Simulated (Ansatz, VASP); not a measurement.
**AgBr in VASP and in Ansatz**

The input INCAR:

```
SYSTEM = AgBr
PREC     = Accurate       ! precision mode
ENCUT    = 500            ! plane-wave cutoff, eV
EDIFF    = 1E-6           ! SCF threshold, eV
ISMEAR   = -1             ! smearing method
SIGMA    = 0.03           ! smearing width, eV
LREAL    = .FALSE.        ! projectors in reciprocal space
LASPH    = .TRUE.         ! aspherical terms in the spheres
NELM     = 120            ! most SCF steps
ALGO     = Normal         ! electronic algorithm
ISIF     = 2              ! what is computed and relaxed
LWAVE    = .FALSE.        ! write WAVECAR
LCHARG   = .FALSE.        ! write CHGCAR
GGA      = PS             ! functional
NBANDS   = 16             ! bands
GGA_COMPAT= .FALSE.
```

Contents of KPOINTS:

```
regular mesh
0
G
  8 8 8
  0 0 0
```

Contents of POSCAR:

```
AgBr
1.0
    0.0000000000      2.5679688544      2.5679688544
    2.5679688544      0.0000000000      2.5679688544
    2.5679688544      2.5679688544      0.0000000000
Ag Br
1 1
Direct
    0.0000000000      0.0000000000      0.0000000000
    0.5000000000      0.5000000000      0.5000000000
```

Input for Ansatz:

```yaml
crystal:
  lattice:
    - [0.0, 2.5679688544, 2.5679688544]
    - [2.5679688544, 0.0, 2.5679688544]
    - [2.5679688544, 2.5679688544, 0.0]
  atoms:
    - { symbol: Ag, position: [0.0, 0.0, 0.0] }
    - { symbol: Br, position: [0.5, 0.5, 0.5] }
kpoints:
  mp_grid: { grid: [8, 8, 8] }
  band_path:
    path:
      - [0.0, 0.0, 0.0]
      - [0.5, 0.0, 0.5]
      - [0.625, 0.25, 0.625]
      - [0.375, 0.375, 0.75]
      - [0.0, 0.0, 0.0]
      - [0.5, 0.5, 0.5]
      - [0.5, 0.25, 0.75]
      - [0.5, 0.0, 0.5]
    npoints: 6
scf:
  occupations: { method: fermi_dirac, width: 0.03 }
hamiltonian:
  xc: pbesol
  pseudopotentials: { kind: all_electron, lapw: { basis_error: 0.001 } }
output:
  forces: true
  stress: true
  eigenvalues: true
  populations: true
```

Change from the starting cell: volume scaled by 0.7, LAPW.

Alike in both runs: task single point; functional PBEsol; k mesh 8 × 8 × 8; occupations fermi-dirac, width 0.03 eV; no spin polarisation.

|  | VASP | Ansatz |
| --- | --- | --- |
| version | VASP 6.6.1 | Ansatz 0.2.0 |
| potentials or method | VASP PAW PBE potentials, release 64 (Ag, Br), cutoff 500 eV | all-electron LAPW, scalar-relativistic |

|  | VASP | Ansatz | Ansatz less VASP |
| --- | --- | --- | --- |
| pressure (GPa) | 34.7 | 34.6 | -0.06 |

VASP's potentials were made for PBE, not for PBEsol. Both programs put the cell under a high pressure, so it lies far from rest at this level. Ansatz ran all-electron here, and VASP with PAW potentials.
